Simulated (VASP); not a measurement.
# MgO in VASP: notebook

The runs below take MgO through single point, with PBE.

Everything below comes from runs of VASP 6.6.1. Logs are shortened: lines on timing, memory, paths and dates and some standing lists are left out, and cuts for length are marked.

## Step 1: The cell of the first run

Symmetry: C2/m, No. 12, monoclinic system. Conventional cell: a = 6.099 Å, b = 3.521 Å, c = 13.079 Å, α = 90.00°, β = 103.48°, γ = 90.00°. Mg (site symmetry m) has 6 O at 2.03 to 2.76 Å and 1 Mg at 2.35 Å within 2.8 Å. Within 2.7 Å of Mg (site symmetry m) lie 5 O at 2.03 to 2.12 Å. Mg (site symmetry m) has 5 O at 2.03 to 2.12 Å within 2.7 Å. O (site symmetry m) has 6 Mg at 2.03 to 2.76 Å and 1 O at 2.35 Å within 2.8 Å. Within 2.7 Å of O (site symmetry m) lie 5 Mg at 2.03 to 2.12 Å. Within 2.7 Å of O (site symmetry m) lie 5 Mg at 2.03 to 2.12 Å.

## Step 2: Single point, PBE

The input, INCAR:

```
SYSTEM = MgO
  ALGO = Normal
  EDIFF = 1E-7
  ENCUT = 520
  GGA = PE
  ISIF = 2
  ISMEAR = 0
  ISYM = 0
  LASPH = .True.
  LCHARG = .False.
  LREAL = .False.
  LWAVE = .False.
  NBANDS = 36
  NELM = 80
  PREC = Accurate
  SIGMA = 0.05
```

The input, KPOINTS:

```
k-points
0
Gamma
  7 7 2
  0 0 0
```

The input, POSCAR:

```
MgO
1.0
   -3.5213164963      0.0000000000      0.0000000000
   -1.7606582481     -3.0495495406      0.0000000000
   -0.8803291241     -1.5247747703     12.7181472718
Mg O
6 6
Direct
    0.6666666667      0.6249916667      0.0833500000
    0.6666666667      0.4583250000      0.4166833333
    0.6666666667      0.2916583333      0.7500166667
    0.3333333333     -0.1250083333      0.9166833333
    0.3333333333      0.2083250000      0.2500166667
    0.3333333333      0.0416583333      0.5833500000
    0.6666666667      0.2083250000      0.9166833333
    0.6666666667      0.5416583333      0.2500166667
    0.6666666667      0.3749916667      0.5833500000
    0.3333333333      0.2916583333      0.0833500000
    0.3333333333      0.1249916667      0.4166833333
    0.3333333333     -0.0416750000      0.7500166667
```

Potentials or basis: VASP PAW PBE potentials, release 64 (Mg, O).

Run with:

```
> cat potpaw_PBE.64/Mg/POTCAR potpaw_PBE.64/O/POTCAR > POTCAR
> mpirun -np 1 vasp_std > vasp.out
```

OUTCAR:

```text
SYSTEM = MgO
   EDIFF = 1E-7
   ENCUT = 520
   GGA = PE
   ISIF = 2
   ISMEAR = 0
   ISYM = 0
   LASPH = .True.
   LREAL = .False.
   NELM = 80
   PREC = Accurate

 ion  position               nearest neighbor table
   1  0.667  0.625  0.083-  10 2.03  10 2.03  10 2.03   8 2.12   4 2.35   7 2.76   7 2.76   5 2.94
                             5 2.94   5 2.94   4 3.42   4 3.42
   2  0.667  0.458  0.417-  11 2.03  11 2.03  11 2.03   8 2.12   9 2.12   5 2.94   5 2.94   5 2.94
                             6 2.94   6 2.94   6 2.94
   3  0.667  0.292  0.750-  12 2.03  12 2.03  12 2.03   7 2.12   9 2.12   4 2.94   4 2.94   4 2.94
                             6 2.94   6 2.94   6 2.94
   4  0.333  0.875  0.917-   7 2.03   7 2.03   7 2.03  12 2.12   1 2.35  10 2.76  10 2.76   3 2.94
                             3 2.94   3 2.94   1 3.42   1 3.42
   5  0.333  0.208  0.250-   8 2.03   8 2.03   8 2.03  11 2.12  10 2.12   2 2.94   2 2.94   2 2.94
                             1 2.94   1 2.94   1 2.94
   6  0.333  0.042  0.583-   9 2.03   9 2.03   9 2.03  12 2.12  11 2.12   3 2.94   2 2.94   3 2.94
                             2 2.94   2 2.94   3 2.94
   7  0.667  0.208  0.917-   4 2.03   4 2.03   4 2.03   3 2.12   1 2.76   1 2.76
   8  0.667  0.542  0.250-   5 2.03   5 2.03   5 2.03   2 2.12   1 2.12
   9  0.667  0.375  0.583-   6 2.03   6 2.03   6 2.03   3 2.12   2 2.12
  10  0.333  0.292  0.083-   1 2.03   1 2.03   1 2.03   5 2.12   4 2.76   4 2.76
  11  0.333  0.125  0.417-   2 2.03   2 2.03   2 2.03   5 2.12   6 2.12
  12  0.333  0.958  0.750-   3 2.03   3 2.03   3 2.03   4 2.12   6 2.12

IMPORTANT INFORMATION: All symmetrisations will be switched off!
NOSYMM: (Re-)initialisation of all symmetry stuff for point group C_1.

----------------------------------------------------------------------------------------

                                     Primitive cell

  volume of cell :     136.5729

  direct lattice vectors                    reciprocal lattice vectors
    -3.521316496  0.000000000  0.000000000    -0.283984697  0.163958642 -0.000000000
    -1.760658248 -3.049549541  0.000000000     0.000000000 -0.327917283 -0.039313902
    -0.880329124 -1.524774770 12.718147272     0.000000000  0.000000000  0.078627805

  length of vectors
     3.521316496  3.521316496 12.839438753     0.327917283  0.330265541  0.078627805

  position of ions in fractional coordinates (direct lattice)
     0.666666667  0.624991667  0.083350000
     0.666666667  0.458325000  0.416683333
     0.666666667  0.291658333  0.750016667
     0.333333333  0.874991667  0.916683333
     0.333333333  0.208325000  0.250016667
     0.333333333  0.041658333  0.583350000
     0.666666667  0.208325000  0.916683333
     0.666666667  0.541658333  0.250016667
     0.666666667  0.374991667  0.583350000
     0.333333333  0.291658333  0.083350000
     0.333333333  0.124991667  0.416683333
     0.333333333  0.958325000  0.750016667

  ion indices of the primitive-cell ions
   primitive index   ion index
                 1           1
                 2           2
                 3           3
                 4           4
                 5           5
                 6           6
                 7           7
                 8           8
                 9           9
                10          10
                11          11
                12          12

----------------------------------------------------------------------------------------

 KPOINTS: k-points

Automatic generation of k-mesh.
 Grid dimensions read from file:
 generate k-points for:    7    7    2

 Generating k-lattice:

  Cartesian coordinates                     Fractional coordinates (reciprocal lattice)
    -0.040569242  0.023422663 -0.000000000     0.142857143  0.000000000 -0.000000000
     0.000000000 -0.046845326 -0.005616272     0.000000000  0.142857143  0.000000000
     0.000000000  0.000000000  0.039313902     0.000000000  0.000000000  0.500000000

  Length of vectors
     0.046845326  0.047180792  0.039313902

  Shift w.r.t. Gamma in fractional coordinates (k-lattice)
     0.000000000  0.000000000  0.000000000

 -----------------------------------------------------------------------------
|                                                                             |
|           W    W    AA    RRRRR   N    N  II  N    N   GGGG   !!!           |
|           W    W   A  A   R    R  NN   N  II  NN   N  G    G  !!!           |
|           W    W  A    A  R    R  N N  N  II  N N  N  G       !!!           |
|           W WW W  AAAAAA  RRRRR   N  N N  II  N  N N  G  GGG   !            |
|           WW  WW  A    A  R   R   N   NN  II  N   NN  G    G                |
|           W    W  A    A  R    R  N    N  II  N    N   GGGG   !!!           |
|                                                                             |
|     Your reciprocal lattice and k-lattice belong to different lattice       |
|     classes:                                                                |
|                                                                             |
|        The reciprocal lattice is body-centered orthorhombic,                |
|        whereas your k-lattice is base-centered monoclinic.                  |
|                                                                             |
|     Results are often still useful ...                                      |
|                                                                             |
 -----------------------------------------------------------------------------

 WARNING: IBZKPT: internal override: KBLOWUP is changed to .FALSE.
      ... skipping the blow-up phase ...

 Subroutine IBZKPT returns following result:
 ===========================================

 Found     50 irreducible k-points:

 Following reciprocal coordinates:
            Coordinates               Weight
  0.000000  0.000000  0.000000      1.000000
  0.142857  0.000000  0.000000      2.000000
  0.285714  0.000000 -0.000000      2.000000
  0.428571  0.000000 -0.000000      2.000000
  0.000000  0.142857 -0.000000      2.000000
  0.142857  0.142857 -0.000000      2.000000
[... 16 lines left out ...]
 -0.428571  0.428571  0.000000      2.000000
 -0.285714  0.428571  0.000000      2.000000
 [... further k-points ...]
   k-points           NKPTS =     50   k-points in BZ     NKDIM =     50   number of bands    NBANDS=     36
   number of dos      NEDOS =    301   number of ions     NIONS =     12
   total plane-waves  NPLWV =  75264
   dimension x,y,z NGX =    28 NGY =   28 NGZ =   96
   dimension x,y,z NGXF=    56 NGYF=   56 NGZF=  192
   ions per type =               6   6
   NGX,Y,Z   is equivalent  to a cutoff of  13.22, 13.22, 12.43 a.u.
   NGXF,Y,Z  is equivalent  to a cutoff of  26.44, 26.44, 24.86 a.u.
 SYSTEM =  MgO
   PREC   = accura    normal or accurate (medium, high low for compatibility)
   ISTART =      0    job   : 0-new  1-cont  2-samecut
   ICHARG =      2    charge: 1-file 2-atom 10-const
   ISPIN  =      1    spin polarized calculation?
   LNONCOLLINEAR =      F non collinear calculations
   LSORBIT =      F    spin-orbit coupling
   LASPH  =      T    aspherical Exc in radial PAW
   ENCUT  =  520.0 eV  38.22 Ry    6.18 a.u.   6.55  6.55 23.87*2*pi/ulx,y,z
   NELM   =     80;   NELMIN=  2; NELMDL= -5     # of ELM steps
   EDIFF  = 0.1E-06   stopping-criterion for ELM
   LREAL  =      F    real-space projection
   EDIFFG = 0.1E-05   stopping-criterion for IOM
   NSW    =      0    number of steps for IOM
   IBRION =     -1    ionic relax: 0-MD 1-quasi-New 2-CG
   NFREE  =      0    steps in history (QN), initial steepest desc. (CG)
   ISIF   =      2    stress and relaxation
   ISYM   =      0    0-nonsym 1-usesym 2-fastsym
   POTIM  = 0.5000    time-step for ionic-motion
   TEBEG  =    0.0;   TEEND  =   0.0 temperature during run
   PSTRESS=    0.0 pullay stress
   NELECT =      48.0000    total number of electrons
   NUPDOWN=      -1.0000    fix difference up-down
   EMIN   =  10.00;   EMAX   =-10.00  energy-range for DOS
   EFERMI =   0.00;   METHOD = LEGACY
   ISMEAR =     0;   SIGMA  =   0.05  broadening in eV -4-tet -1-fermi 0-gaus
   EFERMI_NEDOS =   21; number of points for ismear=-14 and -15
   IALGO  =     38    algorithm
   IMIX   =      4    mixing-type and parameters
     AMIX     =   0.40;   BMIX     =  1.00
     AMIX_MAG =   1.60;   BMIX_MAG =  1.00
  volume/ion in A,a.u.               =      11.38        76.80
  Fermi-wavevector in a.u.,A,eV,Ry     =   1.155315  2.183229 18.160411  1.334753
  Thomas-Fermi vector in A             =   2.291944
   LORBIT       =      0    0 simple, 1 ext, 2 COOP (PROOUT), +10 PAW based schemes
   GGA     = PE    functional components
   LHFCALC =     F    Hartree Fock is set to
   AEXX    =    0.0000 exact exchange contribution
   IVDW    =     0    specifies the selected vdW correction
   LEPSILON=     F    determine dielectric tensor
   LRPA    =     F    only Hartree local field effects (RPA)
 non-spin polarized calculation
 Gauss-broadening in eV      SIGMA  =   0.05
  energy-cutoff  :      520.00
  volume of cell :      136.57
 maximum number of plane-waves:      3727
 NGX is ok and might be reduce to    28
   NGX = 13   NGY = 13   NGZ = 47

 number of electron      47.9999981 magnetization

 Free energy of the ion-electron system (eV)
  ---------------------------------------------------
  ext. energy  EPLUGINS =         0.00000000
  ---------------------------------------------------
  free energy    TOTEN  =       -68.48228990 eV

  energy without entropy =      -68.48228990  energy(sigma->0) =      -68.48228990

 E-fermi :   2.7293     XC(G=0):  -9.9565

 val. band max:        2.4453957736   @ k =   0.0000   0.0000   0.0000
 cond. band min:       4.5545581930   @ k =   0.0000   0.0000   0.0000
 fundamental gap:      2.1091624194
 Fermi energy:         2.7292983592

 k-point     1 :       0.0000    0.0000    0.0000
  band No.  band energies     occupation
      1     -14.9020      2.00000
      2     -14.5824      2.00000
      3     -14.5550      2.00000
      4     -13.9221      2.00000
      5     -13.8359      2.00000
      6     -13.4744      2.00000
[... 28 lines left out ...]
     35      14.1087      0.00000
     36      14.2132      0.00000

 k-point     2 :       0.1429    0.0000    0.0000
  band No.  band energies     occupation
      1     -14.8096      2.00000
      2     -14.5155      2.00000
      3     -14.4762      2.00000
      4     -13.9064      2.00000
      5     -13.8149      2.00000
      6     -13.4835      2.00000
[... 28 lines left out ...]
     35      14.1775      0.00000
     36      14.3423      0.00000

 k-point     3 :       0.2857    0.0000   -0.0000
  band No.  band energies     occupation
      1     -14.5733      2.00000
      2     -14.3449      2.00000
      3     -14.2879      2.00000
      4     -13.8826      2.00000
      5     -13.7896      2.00000
      6     -13.5179      2.00000
[... 28 lines left out ...]
     35      13.7266      0.00000
     36      14.1893      0.00000
[... 742 lines left out ...]
 k-point    23 :      -0.4286    0.4286    0.0000
  band No.  band energies     occupation
      1     -14.2515      2.00000
      2     -14.1485      2.00000
      3     -14.0069      2.00000
      4     -13.9409      2.00000
      5     -13.8664      2.00000
      6     -13.5200      2.00000
[... 28 lines left out ...]
     35      13.4984      0.00000
     36      13.6133      0.00000

 k-point    24 :      -0.2857    0.4286    0.0000
  band No.  band energies     occupation
      1     -14.2240      2.00000
      2     -14.0919      2.00000
      3     -14.0036      2.00000
      4     -13.9341      2.00000
      5     -13.8968      2.00000
      6     -13.5231      2.00000
[... 28 lines left out ...]
     35      12.8521      0.00000
     36      13.0775      0.00000

 [... further k-points ...]

------------------------ aborting loop because EDIFF is reached ----------------------------------------

  FORCE on cell =-STRESS in cart. coord.  units (eV):
  Direction    XX          YY          ZZ          XY          YZ          ZX
  --------------------------------------------------------------------------------------
  -------------------------------------------------------------------------------------
  Total       -1.5990096     -5.2072562      7.8297377     -3.1247983     -0.1429405      0.2471680
  in kB      -18.7584538    -61.0878616     91.8529674    -36.6579322     -1.6768778      2.8996012
  external PRESSURE =       4.0022173 kB  Pullay stress =       0.0000000 kB

 VOLUME and BASIS-vectors are now :
 -----------------------------------------------------------------------------
  energy-cutoff  :      520.00
  volume of cell :      136.57
      direct lattice vectors                 reciprocal lattice vectors
    -3.521316496  0.000000000  0.000000000    -0.283984697  0.163958642 -0.000000000
    -1.760658248 -3.049549541  0.000000000     0.000000000 -0.327917283 -0.039313902
    -0.880329124 -1.524774770 12.718147272     0.000000000  0.000000000  0.078627805

 POSITION                                       TOTAL-FORCE (eV/Angst)
 -----------------------------------------------------------------------------------
     -3.52132     -2.03303      1.06006        -1.211724      0.699594      2.525292
     -3.52132     -2.03303      5.29944         0.001743     -0.001009      0.003114
     -3.52132     -2.03303      9.53882        -0.030014      0.017330     -0.054218
     -3.52132     -4.06607     11.65851         1.211723     -0.699593     -2.525299
     -1.76066     -1.01652      3.17975         0.030013     -0.017329      0.054210
     -1.76066     -1.01652      7.41913        -0.001744      0.001009     -0.003122
     -3.52132     -2.03303     11.65851        -1.063412      0.613650     -1.290745
     -3.52132     -2.03303      3.17975         0.053651     -0.030973     -0.013690
     -3.52132     -2.03303      7.41913        -0.000410      0.000557     -0.002867
     -1.76066     -1.01652      1.06006         1.063414     -0.613651      1.290739
     -1.76066     -1.01652      5.29944         0.000409     -0.000557      0.002869
     -3.52132     -4.06607      9.53882        -0.053649      0.030973      0.013718
 -----------------------------------------------------------------------------------
    total drift:                                0.000003     -0.000001      0.000054

  FREE ENERGIE OF THE ION-ELECTRON SYSTEM (eV)
  ---------------------------------------------------
  free  energy   TOTEN  =       -68.4822899002 eV

  energy  without entropy=      -68.4822899002  energy(sigma->0) =      -68.48228990
```

Run time: 2.4 min. Hardware: 1 thread of Intel Xeon 6975P-C (Granite Rapids), shared host; peak memory 0.37 GiB.

Results:

```yaml
Free_energy: -68.4823 eV
Pressure: 0.4 GPa
Largest_force: 2.887 eV/Å
Band_gap_on_the_k_mesh: 2.11 eV
```

Forces on the atoms (eV/Å):
```
Mg  -1.212  0.700  2.525
Mg   0.002 -0.001  0.003
Mg  -0.030  0.017 -0.054
Mg   1.212 -0.700 -2.525
Mg   0.030 -0.017  0.054
Mg  -0.002  0.001 -0.003
O   -1.063  0.614 -1.291
O    0.054 -0.031 -0.014
O    0.000  0.001 -0.003
O    1.063 -0.614  1.291
O    0.000 -0.001  0.003
O   -0.054  0.031  0.014
```

Levels at points of the mesh, in eV from the valence-band top:
```
           k point  band 21  band 22  band 23  band 24  band 25  band 26  band 27  band 28
(0.00, 0.00, 0.00)    -1.45    -1.39    -1.28     0.00     2.11     3.83     4.39     6.51
(0.00, 0.00, 0.50)    -1.37    -1.35    -1.10    -0.24     2.38     3.29     5.16     5.59
```

Caveat: an odd mesh through Γ misses points on the zone boundary, where band edges can lie; forces of over 1 eV/Å act on the atoms, so gaps and moduli don't describe the material at rest.

## Step 3: Single point, PBE

The input, INCAR:

```
  ALGO = Normal
  EDIFF = 1E-6
  ENCUT = 520
  GGA = PE
  ISIF = 2
  ISMEAR = 0
  LASPH = T
  LCHARG = F
  LREAL = F
  LWAVE = F
  NBANDS = 36
  NELM = 80
  PREC = Accurate
  SIGMA = 0.05
```

The input, KPOINTS:

```
k-points
0
Gamma
  7 7 2
```

The input, POSCAR:

```
MgO
1.0
   -3.5213164963      0.0000000000      0.0000000000
   -1.7606582481     -3.0495495406      0.0000000000
   -1.0270506448     -0.7623873852     12.7181472718
Mg O
6 6
Direct
    0.6527750000      0.6458291667      0.0833500000
    0.5972194444      0.5624958333      0.4166833333
    0.5416638889      0.4791625000      0.7500166667
    0.1805527778      0.1041625000      0.9166833333
    0.2916638889      0.2708291667      0.2500166667
    0.2361083333      0.1874958333      0.5833500000
    0.5138861111      0.4374958333      0.9166833333
    0.6249972222      0.6041625000      0.2500166667
    0.5694416667      0.5208291667      0.5833500000
    0.3194416667      0.3124958333      0.0833500000
    0.2638861111      0.2291625000      0.4166833333
    0.2083305556      0.1458291667      0.7500166667
```

Potentials or basis: VASP PAW PBE potentials, release 64 (Mg, O).

Run with:

```
> cat potpaw_PBE.64/Mg/POTCAR potpaw_PBE.64/O/POTCAR > POTCAR
> mpirun -np 1 vasp_std > vasp.out
```

Run time: 2.3 min. Hardware: 1 thread of Intel Xeon 6975P-C (Granite Rapids), shared host; peak memory 0.36 GiB.

The run converged. Its results:

```yaml
Free_energy: -68.9522 eV
Pressure: 0.5 GPa
Largest_force: 2.648 eV/Å
Band_gap_on_the_k_mesh: 1.92 eV
```

Forces in eV/Å, atoms in the order of the input:
```
Mg   0.030  0.431  1.263
Mg   0.002  0.001  0.004
Mg  -0.055 -0.027 -0.071
Mg  -0.030 -0.431 -1.263
Mg   0.055  0.027  0.071
Mg  -0.002 -0.001 -0.004
O   -1.725 -0.782 -1.852
O    0.050  0.015 -0.015
O    0.000  0.001 -0.003
O    1.725  0.782  1.852
O    0.000 -0.001  0.003
O   -0.050 -0.015  0.015
```

Stress tensor (GPa, compression positive):
```
-2.95 -1.76  5.15
-1.76 -3.14  3.32
 5.15  3.32  7.58
```

Levels at points of the mesh, in eV from the valence-band top:
```csv
k point,band 21,band 22,band 23,band 24,band 25,band 26,band 27,band 28
"(0.00, 0.00, 0.00)",-1.52,-1.50,-1.48,0.00,1.92,3.65,4.23,6.41
"(0.00, 0.00, 0.50)",-1.51,-1.44,-1.23,-0.22,2.17,3.15,5.01,5.41
```

Caveat: an odd mesh through Γ misses points on the zone boundary, where band edges can lie; forces of over 1 eV/Å act on the atoms, so gaps and moduli don't describe the material at rest.

(Continued in part 2 of 2.)
